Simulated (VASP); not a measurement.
# Mo (Im-3m) in VASP: a series of runs

The runs below take Mo through single point, with r2SCAN.

Everything below comes from runs of VASP 6.6.1. Logs are shortened: lines on timing, memory, paths and dates and some standing lists are left out, and cuts for length are marked.

## 1. The cell of the first run

It takes space group Im-3m (No. 229, cubic). The conventional cell has a = 3.147 Å, b = 3.147 Å, c = 3.147 Å, α = 90.00°, β = 90.00°, γ = 90.00°. Within 3.6 Å of Mo (site symmetry m-3m) lie 14 Mo at 2.73 to 3.15 Å.

## 2. Single point, r2SCAN

POSCAR reads:

```
Mo
1.0
   -1.5735927120      1.5735927120      1.5735927120
    1.5735927120     -1.5735927120      1.5735927120
    1.5735927120      1.5735927120     -1.5735927120
Mo
1
Direct
    0.0000000000      0.0000000000      0.0000000000
```

INCAR.step1 reads:

```
PREC     = Accurate       # precision mode
ENCUT    = 520            # plane-wave cutoff, eV
ISMEAR   = -1             # smearing method
SIGMA    = 0.1            # smearing width, eV
LREAL    = False          # projectors in reciprocal space
LASPH    = True           # aspherical terms in the spheres
NELM     = 100            # most SCF steps
NBANDS   = 13             # bands
GGA      = PE             # functional
ALGO     = Normal         # electronic algorithm
EDIFF    = 1E-4           # SCF threshold, eV
LWAVE    = True           # write WAVECAR
LCHARG   = False          # write CHGCAR
```

INCAR.step2 reads:

```
PREC     = Accurate       # precision mode
ENCUT    = 520            # plane-wave cutoff, eV
EDIFF    = 1E-6           # SCF threshold, eV
ISMEAR   = -1             # smearing method
SIGMA    = 0.1            # smearing width, eV
LREAL    = False          # projectors in reciprocal space
LASPH    = True           # aspherical terms in the spheres
NELM     = 100            # most SCF steps
ALGO     = Normal         # electronic algorithm
ISIF     = 2              # what is computed and relaxed
LWAVE    = False          # write WAVECAR
LCHARG   = False          # write CHGCAR
METAGGA  = R2SCAN         # meta-GGA
LMIXTAU  = True         
NBANDS   = 13             # bands
ISTART   = 1
```

KPOINTS reads:

```
Automatic mesh
0
Gamma
  24 24 24
```

Potentials or basis: VASP PAW PBE potentials, release 64 (Mo_sv).

Launch:

```console
> cat potpaw_PBE.64/Mo_sv/POTCAR > POTCAR
> cp INCAR.step1 INCAR
> mpirun -np 1 vasp_std > vasp.out
> cp INCAR.step2 INCAR
> mpirun -np 1 vasp_std > vasp.out
```

OUTCAR:

```text
PREC = Accurate
   ENCUT = 520
   EDIFF = 1E-6
   ISMEAR = -1
   LREAL = False
   LASPH = True
   NELM = 100
   ISIF = 2
   METAGGA = R2SCAN
   ISTART = 1

 ion  position               nearest neighbor table
   1  0.000  0.000  0.000-

  LATTYP: Found a body centered cubic cell.
 ALAT       =     3.1471854240

  Lattice vectors:

 A1 = (  -1.5735927120,   1.5735927120,   1.5735927120)
 A2 = (   1.5735927120,  -1.5735927120,   1.5735927120)
 A3 = (   1.5735927120,   1.5735927120,  -1.5735927120)

Analysis of symmetry for initial positions (statically):
=====================================================================
 Subroutine PRICEL returns:
 Original cell was already a primitive cell.

 Routine SETGRP: Setting up the symmetry group for a
 body centered cubic supercell.

 Subroutine GETGRP returns: Found 48 space group operations
 (whereof 48 operations were pure point group operations)
 out of a pool of 48 trial point group operations.

The static configuration has the point symmetry O_h .

Analysis of symmetry for dynamics (positions and initial velocities):
=====================================================================
 Subroutine PRICEL returns:
 Original cell was already a primitive cell.

 Routine SETGRP: Setting up the symmetry group for a
 body centered cubic supercell.

 Subroutine GETGRP returns: Found 48 space group operations
 (whereof 48 operations were pure point group operations)
 out of a pool of 48 trial point group operations.

The dynamic configuration has the point symmetry O_h .

 Subroutine INISYM returns: Found 48 space group operations
 (whereof 48 operations are pure point group operations),
 and found     1 'primitive' translations

----------------------------------------------------------------------------------------

                                     Primitive cell

  volume of cell :      15.5861

  direct lattice vectors                    reciprocal lattice vectors
    -1.573592712  1.573592712  1.573592712     0.000000000  0.317744227  0.317744227
     1.573592712 -1.573592712  1.573592712     0.317744227  0.000000000  0.317744227
     1.573592712  1.573592712 -1.573592712     0.317744227  0.317744227  0.000000000

  length of vectors
     2.725542528  2.725542528  2.725542528     0.449358195  0.449358195  0.449358195

  position of ions in fractional coordinates (direct lattice)
     0.000000000  0.000000000  0.000000000

  ion indices of the primitive-cell ions
   primitive index   ion index
                 1           1

----------------------------------------------------------------------------------------

 KPOINTS: Automatic mesh

Automatic generation of k-mesh.
 Grid dimensions read from file:
 generate k-points for:   24   24   24

 Generating k-lattice:

  Cartesian coordinates                     Fractional coordinates (reciprocal lattice)
     0.000000000  0.013239343  0.013239343     0.041666667  0.000000000  0.000000000
     0.013239343  0.000000000  0.013239343     0.000000000  0.041666667  0.000000000
     0.013239343  0.013239343  0.000000000     0.000000000  0.000000000  0.041666667

  Length of vectors
     0.018723258  0.018723258  0.018723258

  Shift w.r.t. Gamma in fractional coordinates (k-lattice)
     0.000000000  0.000000000  0.000000000

 Subroutine IBZKPT returns following result:
 ===========================================

 Found    413 irreducible k-points:

 Following reciprocal coordinates:
            Coordinates               Weight
  0.000000  0.000000  0.000000      1.000000
  0.041667  0.000000  0.000000     12.000000
  0.083333  0.000000  0.000000     12.000000
  0.125000  0.000000  0.000000     12.000000
  0.166667  0.000000  0.000000     12.000000
  0.208333  0.000000  0.000000     12.000000
[... 16 lines left out ...]
  0.416667  0.041667  0.000000     48.000000
  0.458333  0.041667  0.000000     48.000000
 [... further k-points ...]
   k-points           NKPTS =    413   k-points in BZ     NKDIM =    413   number of bands    NBANDS=     13
   number of dos      NEDOS =    301   number of ions     NIONS =      1
   total plane-waves  NPLWV =   8000
   dimension x,y,z NGX =    20 NGY =   20 NGZ =   20
   dimension x,y,z NGXF=    40 NGYF=   40 NGZF=   40
   ions per type =               1
   NGX,Y,Z   is equivalent  to a cutoff of  12.20, 12.20, 12.20 a.u.
   NGXF,Y,Z  is equivalent  to a cutoff of  24.40, 24.40, 24.40 a.u.
 SYSTEM =  unknown system
   PREC   = accura    normal or accurate (medium, high low for compatibility)
   ISTART =      1    job   : 0-new  1-cont  2-samecut
   ICHARG =      0    charge: 1-file 2-atom 10-const
   ISPIN  =      1    spin polarized calculation?
   LNONCOLLINEAR =      F non collinear calculations
   LSORBIT =      F    spin-orbit coupling
   LASPH  =      T    aspherical Exc in radial PAW
   ENCUT  =  520.0 eV  38.22 Ry    6.18 a.u.   5.07  5.07  5.07*2*pi/ulx,y,z
   NELM   =    100;   NELMIN=  2; NELMDL=  0     # of ELM steps
   EDIFF  = 0.1E-05   stopping-criterion for ELM
   LREAL  =      F    real-space projection
   EDIFFG = 0.1E-04   stopping-criterion for IOM
   NSW    =      0    number of steps for IOM
   IBRION =     -1    ionic relax: 0-MD 1-quasi-New 2-CG
   NFREE  =      0    steps in history (QN), initial steepest desc. (CG)
   ISIF   =      2    stress and relaxation
   ISYM   =      2    0-nonsym 1-usesym 2-fastsym
   POTIM  = 0.5000    time-step for ionic-motion
   TEBEG  =    0.0;   TEEND  =   0.0 temperature during run
   PSTRESS=    0.0 pullay stress
   NELECT =      14.0000    total number of electrons
   NUPDOWN=      -1.0000    fix difference up-down
   EMIN   =  10.00;   EMAX   =-10.00  energy-range for DOS
   EFERMI =   0.00;   METHOD = LEGACY
   ISMEAR =    -1;   SIGMA  =   0.10  broadening in eV -4-tet -1-fermi 0-gaus
   EFERMI_NEDOS =   21; number of points for ismear=-14 and -15
   IALGO  =     38    algorithm
   IMIX   =      4    mixing-type and parameters
     AMIX     =   0.40;   BMIX     =  1.00
     AMIX_MAG =   1.60;   BMIX_MAG =  1.00
  volume/ion in A,a.u.               =      15.59       105.18
  Fermi-wavevector in a.u.,A,eV,Ry     =   1.579569  2.984952 33.947042  2.495037
  Thomas-Fermi vector in A             =   2.679928
   LORBIT       =      0    0 simple, 1 ext, 2 COOP (PROOUT), +10 PAW based schemes
   METAGGA = R2SCAN    functional components
   LHFCALC =     F    Hartree Fock is set to
   AEXX    =    0.0000 exact exchange contribution
   IVDW    =     0    specifies the selected vdW correction
   LEPSILON=     F    determine dielectric tensor
   LRPA    =     F    only Hartree local field effects (RPA)
 non-spin polarized calculation
  energy-cutoff  :      520.00
  volume of cell :       15.59
 maximum number of plane-waves:       432
   NGX = 11   NGY = 11   NGZ = 11

 number of electron      14.0000001 magnetization

 Free energy of the ion-electron system (eV)
  ---------------------------------------------------
  ext. energy  EPLUGINS =         0.00000000
  ---------------------------------------------------
  free energy    TOTEN  =       -26.08700896 eV

  energy without entropy =      -26.06708095  energy(sigma->0) =      -26.07704496

 E-fermi :  12.6284     XC(G=0): -14.6556

 val. band max:       12.6170574015   @ k =  -0.1250   0.2083   0.0417
 cond. band min:      12.6304720739   @ k =   0.3750   0.0833   0.0000
 fundamental gap:      0.0134146723
 Fermi energy:        12.6283653408

 k-point     1 :       0.0000    0.0000    0.0000
  band No.  band energies     occupation
      1     -50.6285      2.00000
      2     -23.0929      2.00000
      3     -23.0929      2.00000
      4     -23.0929      2.00000
      5       4.9247      2.00000
      6      11.1683      2.00000
      7      11.1683      2.00000
      8      11.1683      2.00000
      9      14.5131      0.00000
     10      14.5131      0.00000
     11      28.0971      0.00000
     12      28.0971      0.00000
     13      28.0971      0.00000

 k-point     2 :       0.0417    0.0000    0.0000
  band No.  band energies     occupation
      1     -50.6235      2.00000
      2     -23.1207      2.00000
      3     -23.1014      2.00000
      4     -23.0931      2.00000
      5       5.0066      2.00000
      6      11.1213      2.00000
      7      11.1607      2.00000
      8      11.2442      2.00000
      9      14.4403      0.00000
     10      14.5135      0.00000
     11      28.1596      0.00000
     12      28.2345      0.00000
     13      28.2600      0.00000

 k-point     3 :       0.0833    0.0000    0.0000
  band No.  band energies     occupation
      1     -50.6091      2.00000
      2     -23.2020      2.00000
      3     -23.1262      2.00000
      4     -23.0937      2.00000
      5       5.2457      2.00000
      6      10.9863      2.00000
      7      11.1319      2.00000
      8      11.4700      1.99998
      9      14.2553      0.00000
     10      14.5165      0.00000
     11      28.3269      0.00000
     12      28.6396      0.00000
     13      28.7004      0.00000
[... 305 lines left out ...]
 k-point    23 :       0.4167    0.0417    0.0000
  band No.  band energies     occupation
      1     -50.3420      2.00000
      2     -24.5517      2.00000
      3     -23.5628      2.00000
      4     -23.1161      2.00000
      5       7.1058      2.00000
      6       9.0824      2.00000
      7      13.3898      0.00099
      8      14.5030      0.00000
      9      15.2724      0.00000
     10      17.2958      0.00000
     11      25.3042      0.00000
     12      25.5246      0.00000
     13      31.3931      0.00000

 k-point    24 :       0.4583    0.0417    0.0000
  band No.  band energies     occupation
      1     -50.3318      2.00000
      2     -24.5989      2.00000
      3     -23.5790      2.00000
      4     -23.1166      2.00000
      5       7.0461      2.00000
      6       9.0237      2.00000
      7      13.8035      0.00002
      8      14.4793      0.00000
      9      15.3782      0.00000
     10      17.6494      0.00000
     11      24.8878      0.00000
     12      25.2595      0.00000
     13      30.8719      0.00000

 [... further k-points ...]

------------------------ aborting loop because EDIFF is reached ----------------------------------------

  FORCE on cell =-STRESS in cart. coord.  units (eV):
  Direction    XX          YY          ZZ          XY          YZ          ZX
  --------------------------------------------------------------------------------------
  -------------------------------------------------------------------------------------
  Total        0.2087781      0.2087781      0.2087781      0.0000000      0.0000000      0.0000000
  in kB       21.4614280     21.4614280     21.4614280      0.0000000      0.0000000      0.0000000
  external PRESSURE =      21.4614280 kB  Pullay stress =       0.0000000 kB

 VOLUME and BASIS-vectors are now :
 -----------------------------------------------------------------------------
  energy-cutoff  :      520.00
  volume of cell :       15.59
      direct lattice vectors                 reciprocal lattice vectors
    -1.573592712  1.573592712  1.573592712     0.000000000  0.317744227  0.317744227
     1.573592712 -1.573592712  1.573592712     0.317744227  0.000000000  0.317744227
     1.573592712  1.573592712 -1.573592712     0.317744227  0.317744227  0.000000000

 POSITION                                       TOTAL-FORCE (eV/Angst)
 -----------------------------------------------------------------------------------
      0.00000      0.00000      0.00000         0.000000      0.000000      0.000000
 -----------------------------------------------------------------------------------
    total drift:                                0.000000     -0.000000      0.000000

  FREE ENERGIE OF THE ION-ELECTRON SYSTEM (eV)
  ---------------------------------------------------
  free  energy   TOTEN  =       -26.0870089608 eV

  energy  without entropy=      -26.0670809493  energy(sigma->0) =      -26.07704496
```

Run time: 3.3 min. Hardware: 1 thread of AMD EPYC 7R43 (Zen 3), shared host; peak memory 0.15 GiB.

Results:

```
Free energy            : -26.0870 eV
Pressure               : 2.1 GPa
Band gap on the k mesh : zero (bands 7 and 8 overlap by 5.59 eV)
```

Levels at points of the mesh, in eV from the Fermi level:
| k point | band 4 | band 5 | band 6 | band 7 | band 8 | band 9 | band 10 | band 11 |
| --- | --- | --- | --- | --- | --- | --- | --- | --- |
| (0.00, 0.00, 0.00) | -35.72 | -7.70 | -1.46 | -1.46 | -1.46 | 1.88 | 1.88 | 15.47 |
| (0.50, 0.00, 0.00) | -35.73 | -5.65 | -3.63 | 1.56 | 1.86 | 2.57 | 4.92 | 12.26 |
| (0.50, 0.50, 0.50) | -36.76 | -5.71 | -5.71 | 4.13 | 4.13 | 4.13 | 9.47 | 9.47 |

Caveat: the PAW data sets were made with another functional, which shifts forces and pressure a little.

## 3. Single point, r2SCAN

This run uses another cell than the first one, of 15.64 Å³/atom.

POSCAR reads:

```
Mo
1.0
   -1.5755104622      1.5755104622      1.5755104622
    1.5755104622     -1.5755104622      1.5755104622
    1.5755104622      1.5755104622     -1.5755104622
Mo
1
Direct
    0.0000000000      0.0000000000      0.0000000000
```

Edit INCAR.step1 of step 2 so:

```diff
@@ -6,3 +6,3 @@
 LASPH    = True           # aspherical terms in the spheres
-NELM     = 100            # most SCF steps
+NELM     = 60             # most SCF steps
 NBANDS   = 13             # bands
```

Edit INCAR.step2 of step 2 so:

```diff
@@ -7,3 +7,3 @@
 LASPH    = True           # aspherical terms in the spheres
-NELM     = 100            # most SCF steps
+NELM     = 60             # most SCF steps
 ALGO     = Normal         # electronic algorithm
```

KPOINTS reads:

```
regular mesh
0
Gamma
  24 24 24
```

Potentials or basis: VASP PAW PBE potentials, release 64 (Mo_sv).

Launch:

```console
> cat potpaw_PBE.64/Mo_sv/POTCAR > POTCAR
> cp INCAR.step1 INCAR
> mpirun -np 1 vasp_std > vasp.out
> cp INCAR.step2 INCAR
> mpirun -np 1 vasp_std > vasp.out
```

Wall time 3.2 min (1 thread of AMD EPYC 7R43 (Zen 3), shared host); peak memory 0.15 GiB.

Results (log left out):

```yaml
Free_energy: -26.0876 eV
Pressure: 1.1 GPa
Band_gap_on_the_k_mesh: zero (bands 7 and 8 overlap by 5.56 eV)
```

Levels at points of the mesh, in eV from the Fermi level:
| k point | band 5 | band 6 | band 7 | band 8 | band 9 | band 10 |
| --- | --- | --- | --- | --- | --- | --- |
| (0.00, 0.00, 0.00) | -7.69 | -1.45 | -1.45 | -1.45 | 1.88 | 1.88 |
| (0.50, 0.00, 0.00) | -5.62 | -3.61 | 1.55 | 1.86 | 2.56 | 4.89 |
| (0.50, 0.50, 0.50) | -5.67 | -5.67 | 4.11 | 4.11 | 4.11 | 9.44 |

Caveat: the PAW data sets were made with another functional, which shifts forces and pressure a little.
